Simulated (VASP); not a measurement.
Wanted: the native input for a VASP 6.6.1 run.

```
Task                   : single point
Functional             : LDA
Potentials or basis    : VASP PAW LDA potentials, release 64 (W_sv)
Cutoff                 : 520 eV
k mesh                 : 20 × 20 × 20
Occupations            : gaussian, width 0.15 eV
Spin                   : no spin polarisation
Dipole correction      : no
Further INCAR settings : ALGO = Fast; EDIFF = 1e-06; NBANDS = 13
```

The structure of W lies in POSCAR:

```
W
1.0
    0.0000000000      2.0300000000      2.0909000000
    2.0300000000      0.0000000000      2.0909000000
    2.0300000000      2.0300000000      0.0000000000
W
1
Direct
    0.0000000000      0.0000000000      0.0000000000
```

This cell differs from its parent crystal: strain +0.000 along x and y, +0.030 along z.

The input as run:

INCAR

```
PREC = Accurate ; ENCUT = 520
EDIFF = 1E-6 ; ISMEAR = 0
SIGMA = 0.15 ; LREAL = F
LASPH = T ; NELM = 100
ALGO = Fast ; ISIF = 2
LWAVE = F ; LCHARG = T
LELF = T ; LVHAR = T
NBANDS = 13
```

KPOINTS

```
Automatic mesh
0
Gamma
  20 20 20
```

Potentials or basis: VASP PAW LDA potentials, release 64 (W_sv).

Run with:

```sh
$ cat potpaw_LDA.64/W_sv/POTCAR > POTCAR
$ mpirun -np 1 vasp_std > vasp.out
```

It gave:

| Item | Value |
| --- | --- |
| Pressure | -23.2 GPa |
| Band gap on the k mesh | zero (band 7 reaches 12.81 eV, above the bottom of band 8 at 9.27 eV) |

Caveat: the cell differs from its parent crystal (strain +0.000 along x and y, +0.030 along z); spin-orbit coupling is left out, which moves the levels of the heavy elements.

Wall time 78 s on 1 thread of Intel(R) Xeon(R) Platinum 8488C (Sapphire Rapids) (shared host), peak memory 0.24 GiB.
